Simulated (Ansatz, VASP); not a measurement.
## Two plane-wave programs on CaYC2N2

Contents of INCAR:

```
PREC = Accurate
ENCUT = 600
EDIFF = 1E-6
ISMEAR = 0
SIGMA = 0.1
LREAL = False
LASPH = True
NELM = 80
ALGO = Normal
ISIF = 3
LWAVE = False
LCHARG = False
GGA = PE
IBRION = 2
NSW = 90
EDIFFG = -0.04
```

KPOINTS

```
regular mesh
0
Gamma
  6 6 4
```

The input POSCAR:

```
CaYC2N2
1.0
    3.6789460305      0.0000000000      0.0000000000
    1.7599849277      3.6866695248      0.0000000000
    1.7831923091     -0.5752063255      6.0182986900
Ca Y C N
1 1 2 2
Direct
    0.0000000000      0.5000000000      0.5000000000
    0.0000000000      0.0000000000      0.0000000000
    0.6048622915      0.5977207263      0.1915961717
    0.3951377085      0.4022792737      0.8084038283
    0.3951479292      0.9189440048      0.2840416542
    0.6048520708      0.0810559952      0.7159583458
```

Input for Ansatz:

```yaml
crystal:
  lattice:
    - [3.6789460305, 0.0, 0.0]
    - [1.7599849277, 3.6866695248, 0.0]
    - [1.7831923091, -0.5752063255, 6.01829869]
  atoms:
    - { symbol: Ca, position: [0.0, 0.5, 0.5] }
    - { symbol: "Y", position: [0.0, 0.0, 0.0] }
    - { symbol: C, position: [0.6048622915, 0.5977207263, 0.1915961717] }
    - { symbol: C, position: [0.3951377085, 0.4022792737, 0.8084038283] }
    - { symbol: "N", position: [0.3951479292, 0.9189440048, 0.2840416542] }
    - { symbol: "N", position: [0.6048520708, 0.0810559952, 0.7159583458] }
basis:
  ecutwfc: 420
kpoints:
  mp_grid: { grid: [6, 6, 4] }
hamiltonian:
  xc: pbe
scf:
  occupations: { method: gaussian, width: 0.1 }
  lower_state_search: "off"
output:
  forces: true
  stress: true
  eigenvalues: true
relax:
  adjacent_minimum: "off"
  f_tol: 0.04
  max_steps: 70
  cell: { stress_tol: 0.4 }
```

Alike in both runs: task relaxation of cell and atoms; functional PBE; k mesh 6 × 6 × 4; occupations gaussian, width 0.1 eV; no spin polarisation.

|  | VASP | Ansatz |
| --- | --- | --- |
| version | VASP 6.6.1 | Ansatz 0.2.0 |
| potentials or method | VASP PAW PBE potentials, release 64 (Ca_sv, Y_sv, C, N), cutoff 600 eV | scalar-relativistic, plane waves, PAW |
| valence electrons in the cell | 39 | 39 |

|  | VASP | Ansatz | Ansatz less VASP |
| --- | --- | --- | --- |
| gap on the k mesh at the Fermi level, each at its own relaxed structure (eV) | none | none | - |
| relaxed volume (Å³/atom) | 13.65 | 13.66 | +0.006 |
| relaxed length of the cell vector where the two differ most in proportion (Å) | 4.163 | 4.157 | -0.0060 |

A gap of «none» marks a metal or a gap that the smearing closes.
